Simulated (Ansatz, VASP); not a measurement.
# Co in VASP and in Ansatz

File INCAR:

```
SYSTEM = Co
PREC = Accurate
ENCUT = 520
EDIFF = 1E-6
ISMEAR = -1
SIGMA = 0.05
LREAL = .False.
LASPH = .True.
NELM = 150
ALGO = Normal
ISIF = 2
LWAVE = .False.
LCHARG = .False.
ISPIN = 2
MAGMOM = 2 2
LORBIT = 11
LMAXMIX = 4
GGA = PE
NBANDS = 20
```

The input KPOINTS:

```
regular mesh
0
Gamma
  10 10 6
  0 0 0
```

Contents of POSCAR:

```
Co
1.0
    2.4225599051      0.0000000000      0.0000000000
   -1.2112799526      2.0979984200      0.0000000000
    0.0000000000      0.0000000000      4.0211440800
Co
2
Direct
    0.6666666667      0.3333333333      0.7500000000
    0.3333333333      0.6666666667      0.2500000000
```

Contents of input.yaml:

```yaml
crystal:
  lattice:
    - [2.4225599051, 0.0, 0.0]
    - [-1.2112799526, 2.09799842, 0.0]
    - [0.0, 0.0, 4.02114408]
  atoms:
    - { symbol: Co, position: [0.6666666667, 0.3333333333, 0.75], spin: 2.0 }
    - { symbol: Co, position: [0.3333333333, 0.6666666667, 0.25], spin: 2.0 }
hamiltonian:
  xc: pbe
  pseudopotentials: { kind: paw }
magnetization:
  spin_polarized: true
kpoints:
  mp_grid: { grid: [10, 10, 6] }
scf:
  occupations: { method: fermi_dirac, width: 0.05 }
output:
  forces: true
  stress: true
  eigenvalues: true
  write_density: true
  write_potential: true
  elf: true
  volumetric_format: npy
```

Alike in both runs: task single point; functional PBE; k mesh 10 × 10 × 6; occupations fermi-dirac, width 0.05 eV; collinear spin.

```csv
,VASP,Ansatz
version,VASP 6.6.1,Ansatz 0.2.0
potentials or method,"VASP PAW PBE potentials, release 64 (Co)",Ansatz PAW
plane-wave cutoff (eV),520,420
valence electrons in the cell,18,34
```

Ansatz gave:

| Item | Value |
| --- | --- |
| gap on the k mesh at the Fermi level (eV) | none |
| pressure (GPa) | 16.2 |
| traceless stress, the component that is largest in VASP (GPa) | -6.75 |
| net moment per atom (μB) | 1.62 |
| size of the moment on the site where the two differ most (μB) | 1.68 |

Problem. Estimate VASP's values.

Solution. gap on the k mesh at the Fermi level (eV): none; pressure (GPa): 14.9; traceless stress, the component that is largest in VASP (GPa): -6.65; net moment per atom (μB): 1.61; size of the moment on the site where the two differ most (μB): 1.62.

Site moments also hang on the region over which each program counts them. A gap of «none» marks a metal or a gap that the smearing closes. VASP's potentials hold 18 valence electrons a cell and Ansatz's 34, so a difference there can come from the potentials and not from the codes.
